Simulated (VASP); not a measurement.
Set up this calculation in VASP 6.6.1, as the native input.

| Item | Value |
| --- | --- |
| Task | single point |
| Functional | r2SCAN |
| Potentials or basis | VASP PAW PBE potentials, release 64 (Sn_d, Se) |
| Cutoff | 520 eV |
| k mesh | 12 × 12 × 4 |
| Occupations | gaussian, width 0.01 eV |
| Spin | no spin polarisation |
| Dipole correction | no |
| Further INCAR settings | ALGO = Normal; EDIFF = 1e-07; NBANDS = 20 |

SnSe2:

```xyz
3
Lattice="3.6721 0.0000 0.0000 -1.8361 3.1802 0.0000 0.0000 0.0000 6.4276" Properties=species:S:1:pos:R:3 pbc="T T T"
Sn    0.0000    0.0000    0.0000
Se    0.0000    2.1201    1.6254
Se    1.8361    1.0601    4.8022
```

This cell differs from its parent crystal: epitaxial xy strain -4.0%.

The input as run:

POSCAR

```
SnSe2
1.0
    3.6721433567      0.0000000000      0.0000000000
   -1.8360716783      3.1801694332      0.0000000000
    0.0000000000      0.0000000000      6.4276334178
Sn Se
1 2
Direct
    0.0000000000      0.0000000000      0.0000000000
    0.3333333333      0.6666666667      0.2528799346
    0.6666666667      0.3333333333      0.7471200654
```

INCAR.step1

```
SYSTEM = SnSe2
ALGO = Normal ; EDIFF = 1E-4
ENCUT = 520 ; GGA = PE
ISMEAR = 0 ; LASPH = .TRUE.
LCHARG = .FALSE. ; LREAL = .FALSE.
LWAVE = .TRUE. ; NBANDS = 20
NELM = 60 ; PREC = Accurate
SIGMA = 0.01
```

INCAR.step2

```
SYSTEM = SnSe2
ALGO = Normal ; EDIFF = 1E-7
ENCUT = 520 ; ISIF = 2
ISMEAR = 0 ; ISTART = 1
LASPH = .TRUE. ; LCHARG = .FALSE.
LMIXTAU = .TRUE. ; LREAL = .FALSE.
LWAVE = .FALSE. ; METAGGA = R2SCAN
NBANDS = 20 ; NELM = 60
PREC = Accurate ; SIGMA = 0.01
```

KPOINTS

```
k-points
0
G
  12 12 4
  0 0 0
```

Potentials or basis: VASP PAW PBE potentials, release 64 (Sn_d, Se).

The run is started by

```sh
$ cat potpaw_PBE.64/Sn_d/POTCAR potpaw_PBE.64/Se/POTCAR > POTCAR
$ cp INCAR.step1 INCAR
$ mpirun -np 1 vasp_std > vasp.out
$ cp INCAR.step2 INCAR
$ mpirun -np 1 vasp_std > vasp.out
```

It gave:

The pressure is 5.3 GPa and the largest force is 0.016 eV/Å. The band gap on the k mesh is 0.71 eV (least direct gap 1.46 eV).

Caveat: the cell differs from its parent crystal (epitaxial xy strain -4.0%); the cell stands under pressure; the PAW data sets were made with another functional, which shifts forces and pressure a little; spin-orbit coupling is left out, which moves the levels of the heavy elements.

It took 4.4 min on 1 thread of AMD EPYC 9R45 96-Core Processor (Zen 5) (shared host), peak memory 0.23 GiB.
